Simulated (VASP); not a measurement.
Here is a VASP 6.6.1 calculation.

The input INCAR:

```
PREC = Accurate
ENCUT = 520
EDIFF = 1E-8
ISMEAR = -1
SIGMA = 0.05
LREAL = F
LASPH = T
NELM = 60
ALGO = Normal
ISIF = 2
LWAVE = F
LCHARG = F
LEFG = T
NBANDS = 14
```

The input KPOINTS:

```
Automatic mesh
0
Gamma
  13 13 13
```

File POSCAR:

```
TiB
1.0
    0.0000000000      2.0939731917      2.0939731917
    2.0939731917      0.0000000000      2.0939731917
    2.0939731917      2.0939731917      0.0000000000
Ti B
1 1
Direct
    0.7500000000      0.7500000000      0.7500000000
    0.0000000000      0.0000000000      0.0000000000
```

Potentials or basis: VASP PAW LDA potentials, release 64 (Ti_sv, B).

Command:

```sh
$ cat potpaw_LDA.64/Ti_sv/POTCAR potpaw_LDA.64/B/POTCAR > POTCAR
$ mpirun -np 1 vasp_std > vasp.out
```

Q: Predict the pressure.

A: 109.8 GPa.

Caveat: without QUAD_EFG the Cq values of the log hold for a quadrupole moment of 1 mb, not for the nuclei.
